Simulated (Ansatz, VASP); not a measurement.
**Two plane-wave programs on Sr2FeCl**

```
Fe Cl Sr
1.0
     2.06195    3.57141    0.00000
    -2.06195    3.57141    0.00000
     0.00000   -2.38094    8.30911
Fe Cl Sr
1 1 2
Cartesian
  0.0000 2.3809 4.1546
  0.0000 0.0000 0.0000
  0.0000 0.0000 6.1348
  0.0000 4.7619 2.1743
```

Alike in both runs: functional PBE; k mesh 5 × 5 × 5; collinear spin.

Ansatz relaxed the structure, and its values are those at the end. VASP's run is a single point on that final structure, the one shown.

```csv
,VASP,Ansatz
version,VASP 6.6.1,Ansatz 0.2.0
potentials or method,"VASP PAW PBE potentials, release 64 (Fe, Cl, Sr_sv), cutoff 520 eV",PAW plane waves
occupations,"fermi-dirac, width 0.1 eV",fermi-dirac
valence electrons in the cell,35,43
```

VASP gave:

- gap on the k mesh at the Fermi level (eV): none
- pressure (GPa): 0.1
- net moment per atom (μB): 0.53
- size of the moment on the site where the two differ most (μB): 2.66

Q: Estimate Ansatz's values.

A: gap on the k mesh at the Fermi level (eV): none; pressure (GPa): 0.0; net moment per atom (μB): 0.53; size of the moment on the site where the two differ most (μB): 2.73.

Site moments also hang on the region over which each program counts them. A gap of «none» marks a metal or a gap that the smearing closes. VASP's potentials hold 35 valence electrons a cell and Ansatz's 43, so a difference there can come from the potentials and not from the codes. Ansatz's warnings: end state compared, structure snapped to symmetry.
